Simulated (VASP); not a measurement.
Wanted: the native input for a VASP 6.6.1 run.

```
Task                   : single point
Functional             : r2SCAN
Potentials or basis    : VASP PAW PBE potentials, release 64 (Hf_pv)
Cutoff                 : 520 eV
k mesh                 : 10 × 10 × 10
Occupations            : fermi-dirac, width 0.05 eV
Spin                   : no spin polarisation
Dipole correction      : no
Further INCAR settings : ALGO = Normal; EDIFF = 1e-06; NBANDS = 11
```

The system is Hf.

```
Hf
1.0
     0.00000    2.17468    2.17468
     2.17468    0.00000    2.17468
     2.17468    2.17468    0.00000
Hf
1
Cartesian
  0.0000 0.0000 0.0000
```

These files were run (other wordings do the same):

POSCAR

```
Hf
1.0
    0.0000000000      2.1746811613      2.1746811613
    2.1746811613      0.0000000000      2.1746811613
    2.1746811613      2.1746811613      0.0000000000
Hf
1
Direct
    0.0000000000      0.0000000000      0.0000000000
```

INCAR.step1

```
ALGO = Normal
EDIFF = 1E-4
ENCUT = 520
GGA = PE
ISMEAR = -1
LASPH = T
LCHARG = F
LREAL = F
LWAVE = T
NBANDS = 11
NELM = 80
PREC = Accurate
SIGMA = 0.05
```

INCAR.step2

```
ALGO = Normal
EDIFF = 1E-6
ENCUT = 520
ISIF = 2
ISMEAR = -1
ISTART = 1
LASPH = T
LCHARG = T
LELF = T
LMIXTAU = T
LREAL = F
LVHAR = T
LWAVE = F
METAGGA = R2SCAN
NBANDS = 11
NELM = 80
PREC = Accurate
SIGMA = 0.05
```

KPOINTS

```
k-points
0
Gamma
  10 10 10
```

Potentials or basis: VASP PAW PBE potentials, release 64 (Hf_pv).

Command:

```console
$ cat potpaw_PBE.64/Hf_pv/POTCAR > POTCAR
$ cp INCAR.step1 INCAR
$ mpirun -np 1 vasp_std > vasp.out
$ cp INCAR.step2 INCAR
$ mpirun -np 1 vasp_std > vasp.out
```

Results of the run:

The pressure is 9.5 GPa and the band gap on the k mesh is zero (band 5 reaches 6.85 eV, above the bottom of band 6 at 4.82 eV).

Caveat: the PAW data sets were made with another functional, which shifts forces and pressure a little; spin-orbit coupling is left out, which moves the levels of the heavy elements.

Run time: 15 s on 1 thread of Intel(R) Xeon(R) 6975P-C (Granite Rapids), on a shared host, peak memory 0.14 GiB.
